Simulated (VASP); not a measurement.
Crystal: NiO.

```
CELL_PARAMETERS angstrom
3.22628 0.00000 0.00000
-1.61314 2.79404 0.00000
0.00000 0.00000 5.28390
ATOMIC_POSITIONS crystal
Ni 0.66667 0.33333 0.00000
Ni 0.33333 0.66667 0.50000
O 0.66667 0.33333 0.62520
O 0.33333 0.66667 0.12520
```

Base run:

| Item | Value |
| --- | --- |
| Program | VASP 6.6.1 |
| Functional | LDA |
| Potentials or basis | VASP PAW LDA potentials, release 64 (Ni, O) |
| Cutoff | 520 eV |
| k mesh | 7 × 7 × 4 |
| Occupations | gaussian, width 0.05 eV |
| Spin | collinear spin, ferromagnetic start |
| Starting moments | [1.83, 1.83, 0.35, 0.35] μB |
| Fixed moment | 4.4 μB |
| Hubbard terms | Ni d U = 4.0 eV |

Its results: pressure -19.3 GPa; site moments Ni +1.69; O +0.41 μB; largest force 0.027 eV/Å.

The run is repeated on the same cell with these changes: potentials or basis from VASP PAW LDA potentials, release 64 (Ni, O) to VASP PAW LDA potentials, release 64 (Ni_sv_GW, O); cutoff from 520 eV to 600 eV; further incar settings from ALGO = Normal; EDIFF = 1e-07; NBANDS = 28 to ALGO = Normal; EDIFF = 1e-06; NBANDS = 36; valence electrons from 32 to 48. What comes out?

Pressure -17.4 GPa; site moments Ni +1.71; O +0.38 μB; largest force 0.035 eV/Å.

Caveats: the total moment is fixed, so each spin has its own Fermi level.
